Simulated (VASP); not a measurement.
# Si: single point with RPBE

Crystal: Si.

```
Si
1.0
     0.00000    2.73988    2.73988
     2.73988    0.00000    2.73988
     2.73988    2.73988    0.00000
Si
2
Cartesian
  2.7399 2.7399 2.7399
  4.1098 4.1098 4.1098
```

| Quantity | Value |
| --- | --- |
| Program | VASP 6.6.1 |
| Task | single point |
| Functional | RPBE |
| Potentials or basis | VASP PAW PBE potentials, release 64 (Si) |
| Cutoff | 520 eV |
| k mesh | 8 × 8 × 8 |
| Occupations | fermi-dirac, width 0.05 eV |
| Spin | no spin polarisation |
| Dipole correction | no |
| Further INCAR settings | ALGO = Normal; EDIFF = 1e-06; NBANDS = 11 |

```
Pressure               : 0.8 GPa
Band gap on the k mesh : 0.72 eV, indirect (least direct gap 2.56 eV)
```

Levels at points of the mesh, in eV from the valence-band top:
| k point | band 1 | band 2 | band 3 | band 4 | band 5 | band 6 | band 7 | band 8 | band 9 |
| --- | --- | --- | --- | --- | --- | --- | --- | --- | --- |
| (0.00, 0.00, 0.00) | -11.75 | 0.00 | 0.00 | 0.00 | 2.56 | 2.56 | 2.56 | 3.19 | 7.65 |
| (0.50, 0.00, 0.00) | -9.49 | -6.81 | -1.17 | -1.17 | 1.52 | 3.36 | 3.36 | 7.83 | 10.44 |
| (0.50, 0.50, 0.00) | -7.71 | -7.71 | -2.77 | -2.77 | 0.82 | 0.82 | 9.93 | 9.93 | 10.86 |

Run time: 7.2 s on 1 thread of Intel(R) Xeon(R) 6975P-C (Granite Rapids) (shared host), peak memory 0.15 GiB.

Caveat: the PAW data sets were made with another functional, which shifts forces and pressure a little. A k mesh can miss the band edges.
